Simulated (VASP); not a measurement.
Set up this calculation in VASP 6.6.1, as the native input.

* Task: single point
* Functional: r2SCAN
* Potentials or basis: VASP PAW PBE potentials, release 64 (Al, N)
* Cutoff: 520 eV
* k mesh: 6 × 6 × 4
* Occupations: gaussian, width 0.01 eV
* Spin: no spin polarisation
* Dipole correction: no
* Further INCAR settings: ALGO = Normal; EDIFF = 1e-06; NBANDS = 16

The system is AlN.

```
Al N
1.0
     3.43963    0.00000    0.00000
    -1.71981    2.97881    0.00000
     0.00000    0.00000    4.34878
Al N
2 2
Cartesian
  0.0000 1.9859 3.2616
  1.7198 0.9929 1.0872
  0.0000 1.9859 1.0872
  1.7198 0.9929 3.2616
```

These files were run (other wordings do the same):

POSCAR

```
AlN
1.0
    3.4396282889      0.0000000000      0.0000000000
   -1.7198141445      2.9788054766      0.0000000000
    0.0000000000      0.0000000000      4.3487792357
Al N
2 2
Direct
    0.3333333333      0.6666666667      0.7500000000
    0.6666666667      0.3333333333      0.2500000000
    0.3333333333      0.6666666667      0.2500000000
    0.6666666667      0.3333333333      0.7500000000
```

INCAR.step1

```
SYSTEM = AlN
  PREC = Accurate
  ENCUT = 520
  ISMEAR = 0
  SIGMA = 0.01
  LREAL = .False.
  LASPH = .True.
  NELM = 60
  NBANDS = 16
  GGA = PE
  ALGO = Normal
  EDIFF = 1E-4
  LWAVE = .True.
  LCHARG = .False.
```

INCAR.step2

```
SYSTEM = AlN
  PREC = Accurate
  ENCUT = 520
  EDIFF = 1E-6
  ISMEAR = 0
  SIGMA = 0.01
  LREAL = .False.
  LASPH = .True.
  NELM = 60
  ALGO = Normal
  ISIF = 2
  LWAVE = .False.
  LCHARG = .False.
  METAGGA = R2SCAN
  LMIXTAU = .True.
  NBANDS = 16
  ISTART = 1
```

KPOINTS

```
regular mesh
0
Gamma
  6 6 4
  0 0 0
```

Potentials or basis: VASP PAW PBE potentials, release 64 (Al, N).

The run is started by

```sh
$ cat potpaw_PBE.64/Al/POTCAR potpaw_PBE.64/N/POTCAR > POTCAR
$ cp INCAR.step1 INCAR
$ mpirun -np 1 vasp_std > vasp.out
$ cp INCAR.step2 INCAR
$ mpirun -np 1 vasp_std > vasp.out
```

Results of the run:

| Item | Value |
| --- | --- |
| Pressure | -24.2 GPa |
| Band gap on the k mesh | 2.97 eV, direct |

Caveat: the PAW data sets were made with another functional, which shifts forces and pressure a little.

Run time: 39 s on 1 thread of Intel Xeon 6975P-C, with other jobs on the host, peak memory 0.16 GiB.
